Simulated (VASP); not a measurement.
# Pt in VASP: further runs

The runs below take Pt through single point, with PBE.

Program: VASP 6.6.1. These are calculated values, not measurements. Logs are shortened: lines on timing, memory, paths and dates and some standing lists are left out, and cuts for length are marked.

### 1 The cell of the first run

The cell holds a slab with vacuum, 4 atoms: a = 2.808 Å, b = 2.808 Å, c = 21.957 Å, α = 90.00°, β = 90.00°, γ = 90.00°.

### 2 Single point, PBE

File INCAR:

```
SYSTEM = Pt
ALGO = Normal ; DIPOL = 0.5 0.5 0.500
EDIFF = 1E-6 ; ENCUT = 520
GGA = PE ; IDIPOL = 3
ISIF = 2 ; ISMEAR = -1
LASPH = .TRUE. ; LCHARG = .FALSE.
LDIPOL = .TRUE. ; LREAL = .FALSE.
LWAVE = .FALSE. ; NBANDS = 28
NELM = 100 ; PREC = Accurate
SIGMA = 0.08
```

File KPOINTS:

```
k-points
0
G
  12 12 1
  0 0 0
```

File POSCAR:

```
Pt
1.0
    2.8080030018      0.0000000000      0.0000000000
    0.0000000000      2.8080030018      0.0000000000
    0.0000000000      0.0000000000     21.9567000000
Pt
4
Direct
    0.2500000000      0.2500000000      0.3674470146
    0.7500000000      0.7500000000      0.4553827397
    0.2500000000      0.2500000000      0.5446172600
    0.7500000000      0.7500000000      0.6325529850
```

Potentials or basis: VASP PAW PBE potentials, release 64 (Pt).

Run with:

```bash
cat potpaw_PBE.64/Pt/POTCAR > POTCAR
mpirun -np 1 vasp_std > vasp.out
```

OUTCAR:

```text
SYSTEM = Pt
   EDIFF = 1E-6
   ENCUT = 520
   GGA = PE
   ISIF = 2
   ISMEAR = -1
   LASPH = .TRUE.
   LREAL = .FALSE.
   NELM = 100
   PREC = Accurate

 ion  position               nearest neighbor table
   1  0.250  0.250  0.367-   2 2.77   2 2.77   2 2.77   2 2.77
   2  0.750  0.750  0.455-   1 2.77   1 2.77   1 2.77   1 2.77   3 2.79   3 2.79   3 2.79   3 2.79

   3  0.250  0.250  0.545-   4 2.77   4 2.77   4 2.77   4 2.77   2 2.79   2 2.79   2 2.79   2 2.79

   4  0.750  0.750  0.633-   3 2.77   3 2.77   3 2.77   3 2.77

  LATTYP: Found a simple tetragonal cell.
 ALAT       =     2.8080030018
 C/A-ratio  =     7.8193292478

  Lattice vectors:

 A1 = (   2.8080030018,   0.0000000000,   0.0000000000)
 A2 = (   0.0000000000,   2.8080030018,   0.0000000000)
 A3 = (   0.0000000000,   0.0000000000,  21.9567000000)

Analysis of symmetry for initial positions (statically):
=====================================================================
 Subroutine PRICEL returns:
 Original cell was already a primitive cell.

 Routine SETGRP: Setting up the symmetry group for a
 simple tetragonal supercell.

 Subroutine GETGRP returns: Found 16 space group operations
 (whereof  4 operations were pure point group operations)
 out of a pool of 16 trial point group operations.

The static configuration has the point symmetry C_2h.
 The point group associated with its full space group is D_4h.

Analysis of symmetry for dynamics (positions and initial velocities):
=====================================================================
 Subroutine PRICEL returns:
 Original cell was already a primitive cell.

 Routine SETGRP: Setting up the symmetry group for a
 simple tetragonal supercell.

 Subroutine GETGRP returns: Found 16 space group operations
 (whereof  4 operations were pure point group operations)
 out of a pool of 16 trial point group operations.

The dynamic configuration has the point symmetry C_2h.
 The point group associated with its full space group is D_4h.

 Subroutine INISYM returns: Found 16 space group operations
 (whereof  4 operations are pure point group operations),
 and found     1 'primitive' translations

----------------------------------------------------------------------------------------

                                     Primitive cell

  volume of cell :     173.1260

  direct lattice vectors                    reciprocal lattice vectors
     2.808003002  0.000000000  0.000000000     0.356124975  0.000000000  0.000000000
     0.000000000  2.808003002  0.000000000     0.000000000  0.356124975  0.000000000
     0.000000000  0.000000000 21.956700000     0.000000000  0.000000000  0.045544185

  length of vectors
     2.808003002  2.808003002 21.956700000     0.356124975  0.356124975  0.045544185

  position of ions in fractional coordinates (direct lattice)
     0.250000000  0.250000000  0.367447015
     0.750000000  0.750000000  0.455382740
     0.250000000  0.250000000  0.544617260
     0.750000000  0.750000000  0.632552985

  ion indices of the primitive-cell ions
   primitive index   ion index
                 1           1
                 2           2
                 3           3
                 4           4

----------------------------------------------------------------------------------------

 KPOINTS: k-points

Automatic generation of k-mesh.
 Grid dimensions read from file:
 generate k-points for:   12   12    1

 Generating k-lattice:

  Cartesian coordinates                     Fractional coordinates (reciprocal lattice)
     0.029677081  0.000000000  0.000000000     0.083333333  0.000000000  0.000000000
     0.000000000  0.029677081  0.000000000     0.000000000  0.083333333  0.000000000
     0.000000000  0.000000000  0.045544185     0.000000000  0.000000000  1.000000000

  Length of vectors
     0.029677081  0.029677081  0.045544185

  Shift w.r.t. Gamma in fractional coordinates (k-lattice)
     0.000000000  0.000000000  0.000000000

 Subroutine IBZKPT returns following result:
 ===========================================

 Found     28 irreducible k-points:

 Following reciprocal coordinates:
            Coordinates               Weight
  0.000000  0.000000  0.000000      1.000000
  0.083333  0.000000  0.000000      4.000000
  0.166667  0.000000  0.000000      4.000000
  0.250000  0.000000  0.000000      4.000000
  0.333333  0.000000  0.000000      4.000000
  0.416667  0.000000  0.000000      4.000000
[... 16 lines left out ...]
  0.333333  0.333333  0.000000      4.000000
  0.416667  0.333333  0.000000      8.000000
 [... further k-points ...]
   k-points           NKPTS =     28   k-points in BZ     NKDIM =     28   number of bands    NBANDS=     28
   number of dos      NEDOS =    301   number of ions     NIONS =      4
   total plane-waves  NPLWV =  96768
   dimension x,y,z NGX =    24 NGY =   24 NGZ =  168
   dimension x,y,z NGXF=    48 NGYF=   48 NGZF=  336
   ions per type =               4
   NGX,Y,Z   is equivalent  to a cutoff of  14.21, 14.21, 12.72 a.u.
   NGXF,Y,Z  is equivalent  to a cutoff of  28.42, 28.42, 25.44 a.u.
 SYSTEM =  Pt
   PREC   = accura    normal or accurate (medium, high low for compatibility)
   ISTART =      0    job   : 0-new  1-cont  2-samecut
   ICHARG =      2    charge: 1-file 2-atom 10-const
   ISPIN  =      1    spin polarized calculation?
   LNONCOLLINEAR =      F non collinear calculations
   LSORBIT =      F    spin-orbit coupling
   LASPH  =      T    aspherical Exc in radial PAW
   ENCUT  =  520.0 eV  38.22 Ry    6.18 a.u.   5.22  5.22 40.82*2*pi/ulx,y,z
   NELM   =    100;   NELMIN=  2; NELMDL= -5     # of ELM steps
   EDIFF  = 0.1E-05   stopping-criterion for ELM
   LREAL  =      F    real-space projection
   EDIFFG = 0.1E-04   stopping-criterion for IOM
   NSW    =      0    number of steps for IOM
   IBRION =     -1    ionic relax: 0-MD 1-quasi-New 2-CG
   NFREE  =      0    steps in history (QN), initial steepest desc. (CG)
   ISIF   =      2    stress and relaxation
   ISYM   =      2    0-nonsym 1-usesym 2-fastsym
   POTIM  = 0.5000    time-step for ionic-motion
   TEBEG  =    0.0;   TEEND  =   0.0 temperature during run
   PSTRESS=    0.0 pullay stress
   NELECT =      40.0000    total number of electrons
   NUPDOWN=      -1.0000    fix difference up-down
   EMIN   =  10.00;   EMAX   =-10.00  energy-range for DOS
   EFERMI =   0.00;   METHOD = LEGACY
   ISMEAR =    -1;   SIGMA  =   0.08  broadening in eV -4-tet -1-fermi 0-gaus
   EFERMI_NEDOS =   21; number of points for ismear=-14 and -15
   IALGO  =     38    algorithm
   IMIX   =      4    mixing-type and parameters
     AMIX     =   0.40;   BMIX     =  1.00
     AMIX_MAG =   1.60;   BMIX_MAG =  1.00
  volume/ion in A,a.u.               =      43.28       292.08
  Fermi-wavevector in a.u.,A,eV,Ry     =   1.004556  1.898335 13.730081  1.009132
  Thomas-Fermi vector in A             =   2.137179
   LORBIT       =      0    0 simple, 1 ext, 2 COOP (PROOUT), +10 PAW based schemes
   GGA     = PE    functional components
   LHFCALC =     F    Hartree Fock is set to
   AEXX    =    0.0000 exact exchange contribution
   IVDW    =     0    specifies the selected vdW correction
   LEPSILON=     F    determine dielectric tensor
   LRPA    =     F    only Hartree local field effects (RPA)
 non-spin polarized calculation
  energy-cutoff  :      520.00
  volume of cell :      173.13
 maximum number of plane-waves:      4705
 NGX is ok and might be reduce to    24
   NGX = 11   NGY = 11   NGZ = 81

 number of electron      39.9999999 magnetization

 dipolmoment           0.000000      0.000000      0.000000 electrons x Angstroem

 Free energy of the ion-electron system (eV)
  ---------------------------------------------------
  ext. energy  EPLUGINS =         0.00000000
  ---------------------------------------------------
  free energy    TOTEN  =       -22.69010919 eV

  energy without entropy =      -22.53863357  energy(sigma->0) =      -22.61437138

 E-fermi :   0.2013     XC(G=0):  -5.6238

 val. band max:        0.1943240243   @ k =   0.0833   0.0833   0.0000
 cond. band min:       0.2067563270   @ k =   0.0833   0.0000   0.0000
 fundamental gap:      0.0124323028
 Fermi energy:         0.2012999141

 k-point     1 :       0.0000    0.0000    0.0000
  band No.  band energies     occupation
      1      -9.0618      2.00000
      2      -7.2792      2.00000
      3      -6.1485      2.00000
      4      -5.8904      2.00000
      5      -5.7432      2.00000
      6      -5.0159      2.00000
[... 20 lines left out ...]
     27       5.8324      0.00000
     28       6.8883      0.00000

 k-point     2 :       0.0833    0.0000    0.0000
  band No.  band energies     occupation
      1      -8.8914      2.00000
      2      -7.1378      2.00000
      3      -6.0255      2.00000
      4      -5.7776      2.00000
      5      -5.6122      2.00000
      6      -4.9253      2.00000
[... 20 lines left out ...]
     27       5.9599      0.00000
     28       7.0389      0.00000

 k-point     3 :       0.1667    0.0000    0.0000
  band No.  band energies     occupation
      1      -8.4104      2.00000
      2      -6.7984      2.00000
      3      -5.7680      2.00000
      4      -5.4248      2.00000
      5      -5.3756      2.00000
      6      -4.5060      2.00000
[... 20 lines left out ...]
     27       6.3288      0.00000
     28       7.4907      0.00000

 k-point     4 :       0.2500    0.0000    0.0000
  band No.  band energies     occupation
      1      -7.7175      2.00000
      2      -6.4961      2.00000
      3      -5.4647      2.00000
      4      -5.4105      2.00000
      5      -4.7564      2.00000
      6      -3.7593      2.00000
[... 578 lines left out ...]
     27       7.9086      0.00000
     28       7.9086      0.00000

 k-point    23 :       0.3333    0.3333    0.0000
  band No.  band energies     occupation
      1      -5.8288      2.00000
      2      -5.3466      2.00000
      3      -5.2483      2.00000
      4      -5.2160      2.00000
      5      -4.6925      2.00000
      6      -4.1624      2.00000
[... 20 lines left out ...]
     27       8.9269      0.00000
     28       9.0581      0.00000

 k-point    24 :       0.4167    0.3333    0.0000
  band No.  band energies     occupation
      1      -5.8171      2.00000
      2      -5.6199      2.00000
      3      -5.4595      2.00000
      4      -5.4435      2.00000
      5      -4.5687      2.00000
      6      -4.3200      2.00000
[... 20 lines left out ...]
     27       8.6296      0.00000
     28       9.3582      0.00000

 [... further k-points ...]

------------------------ aborting loop because EDIFF is reached ----------------------------------------

 vacuum level on the upper side and lower side of the slab       (xc-potential included)        -0.217        -0.217

  FORCE on cell =-STRESS in cart. coord.  units (eV):
  Direction    XX          YY          ZZ          XY          YZ          ZX
  --------------------------------------------------------------------------------------
  -------------------------------------------------------------------------------------
  Total       -2.9647091     -2.9647091     -0.1556444     -0.0000000     -0.0000000     -0.0000000
  in kB      -27.4366113    -27.4366113     -1.4403957     -0.0000000     -0.0000000     -0.0000000
  external PRESSURE =     -18.7712061 kB  Pullay stress =       0.0000000 kB

 VOLUME and BASIS-vectors are now :
 -----------------------------------------------------------------------------
  energy-cutoff  :      520.00
  volume of cell :      173.13
      direct lattice vectors                 reciprocal lattice vectors
     2.808003002  0.000000000  0.000000000     0.356124975  0.000000000  0.000000000
     0.000000000  2.808003002  0.000000000     0.000000000  0.356124975  0.000000000
     0.000000000  0.000000000 21.956700000     0.000000000  0.000000000  0.045544185

 POSITION                                       TOTAL-FORCE (eV/Angst)
 -----------------------------------------------------------------------------------
      0.70200      0.70200      8.06792         0.000000      0.000000      0.017094
      2.10600      2.10600      9.99870         0.000000      0.000000      0.002020
      0.70200      0.70200     11.95800        -0.000000     -0.000000     -0.002020
      2.10600      2.10600     13.88878        -0.000000      0.000000     -0.017094
 -----------------------------------------------------------------------------------
    total drift:                                0.000000      0.000000      0.000015

  FREE ENERGIE OF THE ION-ELECTRON SYSTEM (eV)
  ---------------------------------------------------
  free  energy   TOTEN  =       -22.6901091897 eV

  energy  without entropy=      -22.5386335651  energy(sigma->0) =      -22.61437138

 vacuum level on the upper side and lower side of the slab         5.693         5.693
```

Wall time 1.9 min (1 thread of Intel Xeon 6975P-C (Granite Rapids), shared host); peak memory 0.34 GiB.

Results:

```yaml
Free_energy: -22.6901 eV
Largest_force: 0.017 eV/Å
Band_gap_on_the_k_mesh: zero (band 20 reaches 1.13 eV, above the bottom of band 21 at -0.27 eV)
```

Forces in eV/Å, atoms in the order of the input:
```
Pt   0.000  0.000  0.017
Pt   0.000  0.000  0.002
Pt   0.000  0.000 -0.002
Pt   0.000  0.000 -0.017
```

Levels at points of the mesh, in eV from the Fermi level:
| k point | band 16 | band 17 | band 18 | band 19 | band 20 | band 21 | band 22 | band 23 | band 24 | band 25 |
| --- | --- | --- | --- | --- | --- | --- | --- | --- | --- | --- |
| (0.00, 0.00, 0.00) | -1.47 | -0.85 | -0.69 | -0.69 | -0.11 | 0.10 | 0.25 | 0.25 | 0.43 | 2.11 |
| (0.50, 0.00, 0.00) | -0.86 | -0.78 | -0.78 | -0.02 | -0.02 | 1.13 | 1.13 | 1.75 | 1.75 | 4.17 |
| (0.50, 0.50, 0.00) | -0.21 | 0.35 | 0.35 | 0.93 | 0.93 | 3.21 | 3.21 | 6.08 | 6.08 | 7.34 |

Caveat: spin-orbit coupling is left out, which moves the levels of the heavy elements.

(Part 1 of 2 ends here.)
